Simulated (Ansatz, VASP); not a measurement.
CsGe3 in VASP and in Ansatz

```
Cs Ge
1.0
     4.78774    0.00000    0.00000
     0.00000    4.78774    0.00000
     0.00000    0.00000    4.78774
Cs Ge
1 3
Cartesian
  0.0000 0.0000 0.0000
  0.0000 2.3939 2.3939
  2.3939 2.3939 0.0000
  2.3939 0.0000 2.3939
```

Change from the starting cell: species swapped into the LuPt3 type (Pm-3m, No. 221).

Alike in both runs: functional PBE; k mesh 10 × 10 × 10; occupations gaussian, width 0.1 eV; no spin polarisation.

Ansatz relaxed the structure, and its values are those at the end. VASP's run is a single point on that final structure, the one shown.

```csv
,VASP,Ansatz
version,VASP 6.6.1,Ansatz 0.2.0
potentials or method,"VASP PAW PBE potentials, release 64 (Cs_sv, Ge_d), cutoff 520 eV","scalar-relativistic, plane waves, PAW"
valence electrons in the cell,51,51
```

|  | VASP | Ansatz | Ansatz less VASP |
| --- | --- | --- | --- |
| gap on the k mesh at the Fermi level (eV) | none | none | - |
| pressure (GPa) | 0.1 | 0.0 | -0.04 |

A gap of «none» marks a metal or a gap that the smearing closes. The functional is the same, so the differences come from potentials, cutoffs and numerics.

Spin-orbit coupling is off throughout.
